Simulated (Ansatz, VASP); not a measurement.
One calculation of CuAuS3, two programs

```
Cu S Au
1.0
     4.55624    0.00000    0.00000
     0.00000    4.55624    0.00000
     0.00000    0.00000    4.55624
Cu S Au
1 3 1
Direct
  0.50000 0.50000 0.50000
  0.00000 0.50000 0.50000
  0.50000 0.00000 0.50000
  0.50000 0.50000 0.00000
  0.00000 0.00000 0.00000
```

Alike in both runs: task relaxation of cell and atoms; functional PBE; k mesh 8 × 8 × 8; occupations gaussian, width 0.1 eV; no spin polarisation.

|  | VASP | Ansatz |
| --- | --- | --- |
| version | VASP 6.6.1 | Ansatz 0.2.0 |
| potentials or method | VASP PAW PBE potentials, release 64 (Cu, S, Au), cutoff 600 eV | scalar-relativistic, plane waves, PAW |
| valence electrons in the cell | 40 | 56 |

|  | VASP | Ansatz | Ansatz less VASP |
| --- | --- | --- | --- |
| gap on the k mesh at the Fermi level, each at its own relaxed structure (eV) | none | none | - |
| relaxed volume (Å³/atom) | 18.92 | 18.90 | -0.021 |
| relaxed length of the cell vector where the two differ most in proportion (Å) | 4.556 | 4.555 | -0.0017 |

A gap of «none» marks a metal or a gap that the smearing closes. VASP's potentials hold 40 valence electrons a cell and Ansatz's 56, so a difference there can come from the potentials and not from the codes.

Neither program's run includes spin-orbit coupling. Noted on VASP's run: the relaxation stopped at its first step, so nothing moved.
